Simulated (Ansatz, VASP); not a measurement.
ScAl3: VASP beside Ansatz

```
Sc Al
1.0
     4.08534    0.00000    0.00000
     0.00000    4.08534    0.00000
     0.00000    0.00000    4.08534
Sc Al
1 3
Direct
  0.00000 0.00000 0.00000
  0.50000 0.00000 0.50000
  0.00000 0.50000 0.50000
  0.50000 0.50000 0.00000
```

Alike in both runs: task electric field gradients; functional r2SCAN; k mesh 10 × 10 × 10; occupations gaussian, width 0.05 eV; no spin polarisation.

```csv
,VASP,Ansatz
version,VASP 6.6.1,Ansatz 0.2.0
potentials or method,"VASP PAW PBE potentials, release 64 (Sc_sv, Al), cutoff 520 eV","scalar-relativistic, plane waves, PAW"
valence electrons in the cell,20,20
```

```tsv
	VASP	Ansatz	Ansatz less VASP
gap on the k mesh at the Fermi level (eV)	none	none	-
pressure (GPa)	0.0	0.0	+0.01
size of Vzz on the site where it differs most (V/Å²)	19.5	18.6	-0.92
```

VASP's potentials were made for PBE, not for r2SCAN. A gap of «none» marks a metal or a gap that the smearing closes.
